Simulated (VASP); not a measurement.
# C (P6_3/mmc) in VASP: notebook

Aim: see how the results for C move with the level of theory and the settings. Levels: PBE, r2SCAN. Tasks: single point.

All numbers are computed with VASP 6.6.1; they aren't measurements. Logs are shortened: lines on timing, memory, paths and dates and some standing lists are left out, and cuts for length are marked.

### Step 1. The cell of the first run

Symmetry: P6_3/mmc, No. 194, hexagonal system. Conventional cell: a = 2.455 Å, b = 2.455 Å, c = 6.665 Å, α = 90.00°, β = 90.00°, γ = 120.00°. Within 1.9 Å of C (site symmetry -6m2) lie 3 C at 1.42 Å. C (site symmetry -6m2) has 3 C at 1.42 Å within 1.9 Å.

### Step 2. Single point, PBE

INCAR

```
  ALGO = Normal
  EDIFF = 1E-6
  ENCUT = 600
  GGA = PE
  GGA_COMPAT = F
  ISIF = 2
  ISMEAR = -1
  LASPH = T
  LCHARG = T
  LELF = T
  LREAL = F
  LVHAR = T
  LWAVE = F
  NBANDS = 16
  NELM = 120
  PREC = Accurate
  SIGMA = 0.02
```

KPOINTS

```
k-points
0
Gamma
  12 12 4
```

POSCAR

```
C
1.0
    2.4553965697      0.0000000000      0.0000000000
   -1.2276982848      2.1264358058      0.0000000000
    0.0000000000      0.0000000000      6.6646632278
C
4
Direct
    0.0000000000      0.0000000000      0.7500000000
    0.0000000000      0.0000000000      0.2500000000
    0.3333333333      0.6666666667      0.7500000000
    0.6666666667      0.3333333333      0.2500000000
```

Potentials or basis: VASP PAW PBE potentials, release 64 (C).

Command:

```
cat potpaw_PBE.64/C/POTCAR > POTCAR
mpirun -np 1 vasp_std > vasp.out
```

OUTCAR:

```text
EDIFF = 1E-6
   ENCUT = 600
   GGA = PE
   ISIF = 2
   ISMEAR = -1
   LASPH = T
   LREAL = F
   NELM = 120
   PREC = Accurate

 ion  position               nearest neighbor table
   1  0.000  0.000  0.750-   3 1.42   3 1.42   3 1.42
   2  0.000  0.000  0.250-   4 1.42   4 1.42   4 1.42
   3  0.333  0.667  0.750-   1 1.42   1 1.42   1 1.42
   4  0.667  0.333  0.250-   2 1.42   2 1.42   2 1.42

  LATTYP: Found a hexagonal cell.
 ALAT       =     2.4553965697
 C/A-ratio  =     2.7142919845

  Lattice vectors:

 A1 = (   2.4553965697,   0.0000000000,   0.0000000000)
 A2 = (  -1.2276982848,   2.1264358058,   0.0000000000)
 A3 = (   0.0000000000,   0.0000000000,   6.6646632278)

Analysis of symmetry for initial positions (statically):
=====================================================================
 Subroutine PRICEL returns:
 Original cell was already a primitive cell.

 Routine SETGRP: Setting up the symmetry group for a
 hexagonal supercell.

 Subroutine GETGRP returns: Found 24 space group operations
 (whereof 12 operations were pure point group operations)
 out of a pool of 24 trial point group operations.

The static configuration has the point symmetry D_3d.
 The point group associated with its full space group is D_6h.

Analysis of symmetry for dynamics (positions and initial velocities):
=====================================================================
 Subroutine PRICEL returns:
 Original cell was already a primitive cell.

 Routine SETGRP: Setting up the symmetry group for a
 hexagonal supercell.

 Subroutine GETGRP returns: Found 24 space group operations
 (whereof 12 operations were pure point group operations)
 out of a pool of 24 trial point group operations.

The dynamic configuration has the point symmetry D_3d.
 The point group associated with its full space group is D_6h.

 Subroutine INISYM returns: Found 24 space group operations
 (whereof 12 operations are pure point group operations),
 and found     1 'primitive' translations

----------------------------------------------------------------------------------------

                                     Primitive cell

  volume of cell :      34.7978

  direct lattice vectors                    reciprocal lattice vectors
     2.455396570  0.000000000  0.000000000     0.407266188  0.235135243  0.000000000
    -1.227698285  2.126435806  0.000000000     0.000000000  0.470270486  0.000000000
     0.000000000  0.000000000  6.664663228     0.000000000  0.000000000  0.150045091

  length of vectors
     2.455396570  2.455396570  6.664663228     0.470270486  0.470270486  0.150045091

  position of ions in fractional coordinates (direct lattice)
     0.000000000  0.000000000  0.750000000
     0.000000000  0.000000000  0.250000000
     0.333333333  0.666666667  0.750000000
     0.666666667  0.333333333  0.250000000

  ion indices of the primitive-cell ions
   primitive index   ion index
                 1           1
                 2           2
                 3           3
                 4           4

----------------------------------------------------------------------------------------

 KPOINTS: k-points

Automatic generation of k-mesh.
 Grid dimensions read from file:
 generate k-points for:   12   12    4

 Generating k-lattice:

  Cartesian coordinates                     Fractional coordinates (reciprocal lattice)
     0.033938849  0.019594604  0.000000000     0.083333333  0.000000000  0.000000000
     0.000000000  0.039189207  0.000000000     0.000000000  0.083333333  0.000000000
     0.000000000  0.000000000  0.037511273     0.000000000  0.000000000  0.250000000

  Length of vectors
     0.039189207  0.039189207  0.037511273

  Shift w.r.t. Gamma in fractional coordinates (k-lattice)
     0.000000000  0.000000000  0.000000000

 Subroutine IBZKPT returns following result:
 ===========================================

 Found     57 irreducible k-points:

 Following reciprocal coordinates:
            Coordinates               Weight
  0.000000  0.000000  0.000000      1.000000
  0.083333  0.000000  0.000000      6.000000
  0.166667 -0.000000  0.000000      6.000000
  0.250000 -0.000000  0.000000      6.000000
  0.333333 -0.000000  0.000000      6.000000
  0.416667 -0.000000  0.000000      6.000000
[... 16 lines left out ...]
  0.250000 -0.000000  0.250000     12.000000
  0.333333 -0.000000  0.250000     12.000000
 [... further k-points ...]
   k-points           NKPTS =     57   k-points in BZ     NKDIM =     57   number of bands    NBANDS=     16
   number of dos      NEDOS =    301   number of ions     NIONS =      4
   total plane-waves  NPLWV =  21600
   dimension x,y,z NGX =    20 NGY =   20 NGZ =   54
   dimension x,y,z NGXF=    40 NGYF=   40 NGZF=  108
   ions per type =               4
   NGX,Y,Z   is equivalent  to a cutoff of  13.54, 13.54, 13.47 a.u.
   NGXF,Y,Z  is equivalent  to a cutoff of  27.08, 27.08, 26.94 a.u.
 SYSTEM =  unknown system
   PREC   = accura    normal or accurate (medium, high low for compatibility)
   ISTART =      0    job   : 0-new  1-cont  2-samecut
   ICHARG =      2    charge: 1-file 2-atom 10-const
   ISPIN  =      1    spin polarized calculation?
   LNONCOLLINEAR =      F non collinear calculations
   LSORBIT =      F    spin-orbit coupling
   LASPH  =      T    aspherical Exc in radial PAW
   ENCUT  =  600.0 eV  44.10 Ry    6.64 a.u.   4.90  4.90 13.31*2*pi/ulx,y,z
   NELM   =    120;   NELMIN=  2; NELMDL= -5     # of ELM steps
   EDIFF  = 0.1E-05   stopping-criterion for ELM
   LREAL  =      F    real-space projection
   EDIFFG = 0.1E-04   stopping-criterion for IOM
   NSW    =      0    number of steps for IOM
   IBRION =     -1    ionic relax: 0-MD 1-quasi-New 2-CG
   NFREE  =      0    steps in history (QN), initial steepest desc. (CG)
   ISIF   =      2    stress and relaxation
   ISYM   =      2    0-nonsym 1-usesym 2-fastsym
   POTIM  = 0.5000    time-step for ionic-motion
   TEBEG  =    0.0;   TEEND  =   0.0 temperature during run
   PSTRESS=    0.0 pullay stress
   NELECT =      16.0000    total number of electrons
   NUPDOWN=      -1.0000    fix difference up-down
   EMIN   =  10.00;   EMAX   =-10.00  energy-range for DOS
   EFERMI =   0.00;   METHOD = LEGACY
   ISMEAR =    -1;   SIGMA  =   0.02  broadening in eV -4-tet -1-fermi 0-gaus
   EFERMI_NEDOS =   21; number of points for ismear=-14 and -15
   IALGO  =     38    algorithm
   IMIX   =      4    mixing-type and parameters
     AMIX     =   0.40;   BMIX     =  1.00
     AMIX_MAG =   1.60;   BMIX_MAG =  1.00
  volume/ion in A,a.u.               =       8.70        58.71
  Fermi-wavevector in a.u.,A,eV,Ry     =   1.263565  2.387791 21.723000  1.596595
  Thomas-Fermi vector in A             =   2.396915
   LORBIT       =      0    0 simple, 1 ext, 2 COOP (PROOUT), +10 PAW based schemes
   GGA     = PE    functional components
   LHFCALC =     F    Hartree Fock is set to
   AEXX    =    0.0000 exact exchange contribution
   IVDW    =     0    specifies the selected vdW correction
   LEPSILON=     F    determine dielectric tensor
   LRPA    =     F    only Hartree local field effects (RPA)
 non-spin polarized calculation
  energy-cutoff  :      600.00
  volume of cell :       34.80
 maximum number of plane-waves:      1191
 NGX is ok and might be reduce to    20
   NGX =  9   NGY =  9   NGZ = 27

 number of electron      16.0000001 magnetization

 Free energy of the ion-electron system (eV)
  ---------------------------------------------------
  ext. energy  EPLUGINS =         0.00000000
  ---------------------------------------------------
  free energy    TOTEN  =       -36.83556321 eV

  energy without entropy =      -36.83465114  energy(sigma->0) =      -36.83510717

 E-fermi :   4.8005     XC(G=0): -10.3944

 val. band max:        4.7988747549   @ k =   0.3333   0.3333   0.5000
 cond. band min:       4.8008769685   @ k =   0.3333   0.3333   0.2500
 fundamental gap:      0.0020022136
 Fermi energy:         4.8004638991

 k-point     1 :       0.0000    0.0000    0.0000
  band No.  band energies     occupation
      1     -14.9455      2.00000
      2     -14.6312      2.00000
      3      -3.8115      2.00000
      4      -1.7843      2.00000
      5       1.7945      2.00000
      6       1.7945      2.00000
[... 8 lines left out ...]
     15      16.3032      0.00000
     16      16.5243      0.00000

 k-point     2 :       0.0833    0.0000    0.0000
  band No.  band energies     occupation
      1     -14.7786      2.00000
      2     -14.4674      2.00000
      3      -3.6084      2.00000
      4      -1.5946      2.00000
      5       1.1318      2.00000
      6       1.1673      2.00000
[... 8 lines left out ...]
     15      15.7331      0.00000
     16      15.9716      0.00000

 k-point     3 :       0.1667   -0.0000    0.0000
  band No.  band energies     occupation
      1     -14.2797      2.00000
      2     -13.9778      2.00000
      3      -3.0033      2.00000
      4      -1.0318      2.00000
      5      -0.5330      2.00000
      6      -0.4655      2.00000
[... 8 lines left out ...]
     15      15.8269      0.00000
     16      16.1123      0.00000

 k-point     4 :       0.2500   -0.0000    0.0000
  band No.  band energies     occupation
      1     -13.4546      2.00000
      2     -13.1681      2.00000
      3      -2.6648      2.00000
      4      -2.5611      2.00000
      5      -2.0116      2.00000
      6      -0.2567      2.00000
[... 8 lines left out ...]
     15      18.3555      0.00000
     16      18.4026      0.00000

 k-point     5 :       0.3333   -0.0000    0.0000
  band No.  band energies     occupation
      1     -12.3155      2.00000
      2     -12.0501      2.00000
      3      -4.9033      2.00000
      4      -4.7633      2.00000
      5      -1.0000      2.00000
      6      -0.9453      2.00000
[... 8 lines left out ...]
     15      19.9064      0.00000
     16      21.2622      0.00000

 k-point     6 :       0.4167   -0.0000    0.0000
  band No.  band energies     occupation
      1     -10.8925      2.00000
      2     -10.6558      2.00000
      3      -7.0370      2.00000
      4      -6.8661      2.00000
      5      -1.4791      2.00000
      6      -1.4219      2.00000
[... 8 lines left out ...]
     15      18.5960      0.00000
     16      20.9188      0.00000

 k-point     7 :       0.5000   -0.0000    0.0000
  band No.  band energies     occupation
      1      -9.5539      2.00000
      2      -9.4366      2.00000
      3      -8.5187      2.00000
      4      -8.4308      2.00000
      5      -1.6435      2.00000
      6      -1.5853      2.00000
[... 8 lines left out ...]
     15      19.2094      0.00000
     16      20.2065      0.00000

 k-point     8 :       0.0833    0.0833    0.0000
  band No.  band energies     occupation
      1     -14.4457      2.00000
      2     -14.1407      2.00000
      3      -3.2042      2.00000
      4      -1.2182      2.00000
      5       0.0924      2.00000
      6       0.1264      2.00000
[... 8 lines left out ...]
     15      14.9558      0.00000
     16      15.9460      0.00000

 k-point     9 :       0.1667    0.0833    0.0000
  band No.  band energies     occupation
      1     -13.7837      2.00000
      2     -13.4911      2.00000
      3      -2.4049      2.00000
      4      -1.6473      2.00000
      5      -1.5754      2.00000
      6      -0.4796      2.00000
[... 8 lines left out ...]
     15      16.4721      0.00000
     16      16.4786      0.00000
[... 172 lines left out ...]
 k-point    19 :       0.3333    0.3333    0.0000
  band No.  band energies     occupation
      1      -7.9016      2.00000
      2      -7.7998      2.00000
      3      -7.7998      2.00000
      4      -7.7021      2.00000
      5      -5.8112      2.00000
      6      -5.8112      2.00000
[... 8 lines left out ...]
     15      17.4051      0.00000
     16      19.8833      0.00000

 k-point    20 :       0.0000    0.0000    0.2500
  band No.  band energies     occupation
      1     -14.9020      2.00000
      2     -14.6801      2.00000
      3      -3.5582      2.00000
      4      -2.1402      2.00000
      5       1.7973      2.00000
      6       1.7973      2.00000
[... 8 lines left out ...]
     15      16.3291      0.00000
     16      16.4852      0.00000

 k-point    21 :       0.0833    0.0000    0.2500
  band No.  band energies     occupation
      1     -14.7356      2.00000
      2     -14.5158      2.00000
      3      -3.3566      2.00000
      4      -1.9479      2.00000
      5       1.1371      2.00000
      6       1.1621      2.00000
[... 8 lines left out ...]
     15      15.7431      0.00000
     16      15.9291      0.00000

 k-point    22 :       0.1667   -0.0000    0.2500
  band No.  band energies     occupation
      1     -14.2379      2.00000
      2     -14.0246      2.00000
      3      -2.7562      2.00000
      4      -1.3768      2.00000
      5      -0.5230      2.00000
      6      -0.4756      2.00000
[... 8 lines left out ...]
     15      15.7825      0.00000
     16      15.8190      0.00000

 k-point    23 :       0.2500   -0.0000    0.2500
  band No.  band energies     occupation
      1     -13.4148      2.00000
      2     -13.2124      2.00000
      3      -2.6499      2.00000
      4      -2.5766      2.00000
      5      -1.7731      2.00000
      6      -0.4491      2.00000
[... 8 lines left out ...]
     15      18.3619      0.00000
     16      18.3952      0.00000

 k-point    24 :       0.3333   -0.0000    0.2500
  band No.  band energies     occupation
      1     -12.2785      2.00000
      2     -12.0910      2.00000
      3      -4.8833      2.00000
      4      -4.7842      2.00000
      5      -0.9921      2.00000
      6      -0.9534      2.00000
[... 8 lines left out ...]
     15      20.1739      0.00000
     16      21.2328      0.00000

 [... further k-points ...]
[... 5 lines left out ...]
  --------------------------------------------------------------------------------------
  -------------------------------------------------------------------------------------
  Total        1.2093355      1.2093355      0.7429510      0.0000000     -0.0000000      0.0000000
  in kB       55.6807746     55.6807746     34.2072844      0.0000000     -0.0000000      0.0000000
  external PRESSURE =      48.5229445 kB  Pullay stress =       0.0000000 kB

 VOLUME and BASIS-vectors are now :
 -----------------------------------------------------------------------------
  energy-cutoff  :      600.00
  volume of cell :       34.80
      direct lattice vectors                 reciprocal lattice vectors
     2.455396570  0.000000000  0.000000000     0.407266188  0.235135243  0.000000000
    -1.227698285  2.126435806  0.000000000     0.000000000  0.470270486  0.000000000
     0.000000000  0.000000000  6.664663228     0.000000000  0.000000000  0.150045091

 POSITION                                       TOTAL-FORCE (eV/Angst)
 -----------------------------------------------------------------------------------
      0.00000      0.00000      4.99850        -0.000000      0.000000      0.000000
      0.00000      0.00000      1.66617        -0.000000     -0.000000     -0.000000
     -0.00000      1.41762      4.99850         0.000000     -0.000000      0.000000
      1.22770      0.70881      1.66617        -0.000000      0.000000     -0.000000
 -----------------------------------------------------------------------------------
    total drift:                                0.000000     -0.000000     -0.000000

  FREE ENERGIE OF THE ION-ELECTRON SYSTEM (eV)
  ---------------------------------------------------
  free  energy   TOTEN  =       -36.8355632062 eV

  energy  without entropy=      -36.8346511376  energy(sigma->0) =      -36.83510717
```

Run time: 66 s. Hardware: 1 thread of AMD EPYC 7R13, shared host; peak memory 0.13 GiB.

What came out:

```yaml
Free_energy: -36.8356 eV
Pressure: 4.9 GPa
Band_gap_on_the_k_mesh: zero (band 8 reaches 4.80 eV, above the bottom of band 9 at 4.78 eV)
```

Stress tensor (GPa, compression positive):
```
5.57 0.00 0.00
0.00 5.57 0.00
0.00 0.00 3.42
```

Caveat: this functional lacks dispersion, which binds the layers, so the pressure and a relaxed spacing across them are unreliable.

### Step 3. Single point, r2SCAN

POSCAR is that of step 2.

INCAR.step1

```
PREC = Accurate
ENCUT = 660
ISMEAR = -1
SIGMA = 0.02
LREAL = False
LASPH = True
NELM = 120
NBANDS = 16
GGA = PE
ALGO = Normal
EDIFF = 1E-5
LWAVE = True
LCHARG = False
GGA_COMPAT = False
```

INCAR.step2

```
PREC = Accurate
ENCUT = 660
EDIFF = 1E-6
ISMEAR = -1
SIGMA = 0.02
LREAL = False
LASPH = True
NELM = 120
ALGO = Normal
ISIF = 2
LWAVE = False
LCHARG = False
METAGGA = R2SCAN
LMIXTAU = True
NBANDS = 16
ISTART = 1
GGA_COMPAT = False
```

KPOINTS

```
regular mesh
0
Gamma
  12 12 4
```

Potentials or basis: VASP PAW PBE potentials, release 64 (C).

Command:

```
cat potpaw_PBE.64/C/POTCAR > POTCAR
cp INCAR.step1 INCAR
mpirun -np 1 vasp_std > vasp.out
cp INCAR.step2 INCAR
mpirun -np 1 vasp_std > vasp.out
```

Run time: 7.1 min. Hardware: 1 thread of AMD EPYC 7R13, shared host; peak memory 0.15 GiB.

The run converged. Its results:

```
Free energy            : -39.7614 eV
Pressure               : 0.7 GPa
Band gap on the k mesh : zero (band 8 reaches 4.75 eV, above the bottom of band 9 at 4.72 eV)
```

Stress tensor (GPa, compression positive):
```
0.43 0.00 0.00
0.00 0.43 0.00
0.00 0.00 1.23
```

Levels at points of the mesh, in eV from the Fermi level:
```csv
k point,band 4,band 5,band 6,band 7,band 8,band 9,band 10,band 11,band 12,band 13
"(0.00, 0.00, 0.00)",-6.98,-3.19,-3.19,-3.17,-3.17,4.52,8.74,8.74,8.79,8.79
"(0.50, 0.00, 0.00)",-14.01,-6.83,-6.77,-2.96,-2.22,1.63,2.37,7.59,8.02,11.83
"(0.00, 0.00, 0.50)",-8.13,-3.18,-3.18,-3.18,-3.18,7.36,7.36,8.76,8.76,8.76
"(0.50, 0.00, 0.50)",-14.07,-6.80,-6.80,-2.52,-2.52,1.78,1.78,7.80,7.80,13.26
```

Caveat: the PAW data sets were made with another functional, which shifts forces and pressure a little.
